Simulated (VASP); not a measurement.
Wanted: the native input for a VASP 6.6.1 run.

```
Task                   : single point
Functional             : PBE
Potentials or basis    : VASP PAW PBE potentials, release 64 (Zr_sv)
Cutoff                 : 520 eV
k mesh                 : 9 × 9 × 5
Occupations            : fermi-dirac, width 0.05 eV
Spin                   : no spin polarisation
Dipole correction      : no
Further INCAR settings : ALGO = Fast; EDIFF = 1e-06; NBANDS = 19
```

The structure of Zr lies in POSCAR:

```
Zr
1.0
    3.2534045973      0.0000000000      0.0000000000
   -1.6267022986      2.8175310300      0.0000000000
    0.0000000000      0.0000000000      5.1810870861
Zr
2
Direct
    0.6666666667      0.3333333333      0.7500000000
    0.3333333333      0.6666666667      0.2500000000
```

This cell differs from its parent crystal: volume scaled by 1.02.

One way to write it, as run:

INCAR

```
ALGO = Fast ; EDIFF = 1E-6
ENCUT = 520 ; GGA = PE
ISIF = 2 ; ISMEAR = -1
LASPH = T ; LCHARG = F
LREAL = F ; LWAVE = F
NBANDS = 19 ; NELM = 80
PREC = Accurate ; SIGMA = 0.05
```

KPOINTS

```
k-points
0
Gamma
  9 9 5
```

Potentials or basis: VASP PAW PBE potentials, release 64 (Zr_sv).

Command:

```bash
$ cat potpaw_PBE.64/Zr_sv/POTCAR > POTCAR
$ mpirun -np 1 vasp_std > vasp.out
```

It gave:

* Pressure: -1.4 GPa
* Band gap on the k mesh: zero (band 12 reaches 9.63 eV, above the bottom of band 13 at 8.51 eV)

Run time: 24 s on 1 thread of AMD EPYC 9R45 (Zen 5) (shared host), peak memory 0.13 GiB.
